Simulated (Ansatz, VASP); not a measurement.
**InSe: VASP beside Ansatz**

```
CELL_PARAMETERS angstrom
-2.00000 -3.46410 0.00000
2.00000 -3.46410 0.00000
0.00000 0.00000 25.70001
ATOMIC_POSITIONS crystal
In 0.00000 0.00000 0.75457
In 0.33333 0.33333 0.10736
In 0.66667 0.66667 0.43096
In 0.00000 0.00000 0.86349
In 0.33333 0.33333 0.21628
In 0.66667 0.66667 0.53989
Se 0.00000 0.00000 0.38129
Se 0.33333 0.33333 0.70489
Se 0.66667 0.66667 0.05768
Se 0.00000 0.00000 0.58953
Se 0.33333 0.33333 0.91313
Se 0.66667 0.66667 0.26592
```

Alike in both runs: task single point; functional PBEsol; k mesh 10 × 10 × 2; occupations gaussian, width 0.03 eV; no spin polarisation.

|  | VASP | Ansatz |
| --- | --- | --- |
| version | VASP 6.6.1 | Ansatz 0.2.0 |
| potentials or method | VASP PAW PBE potentials, release 64 (In_d, Se), cutoff 500 eV | scalar-relativistic, plane waves, PAW |
| valence electrons in the cell | 114 | 174 |

```csv
,VASP,Ansatz,Ansatz less VASP
gap on the k mesh at the Fermi level (eV),0.47,0.48,+0.012
least direct gap on the mesh (eV),0.47,0.48,+0.012
pressure (GPa),0.2,0.1,-0.07
"traceless stress, the component that is largest in VASP (GPa)",-0.38,-0.37,+0.011
rms of the force components (eV/Å),0.073,0.064,-0.0093
```

VASP's potentials were made for PBE, not for PBEsol. Atom by atom the forces differ by 0.011 eV/Å (rms over components). VASP's potentials hold 114 valence electrons a cell and Ansatz's 174, so a difference there can come from the potentials and not from the codes.
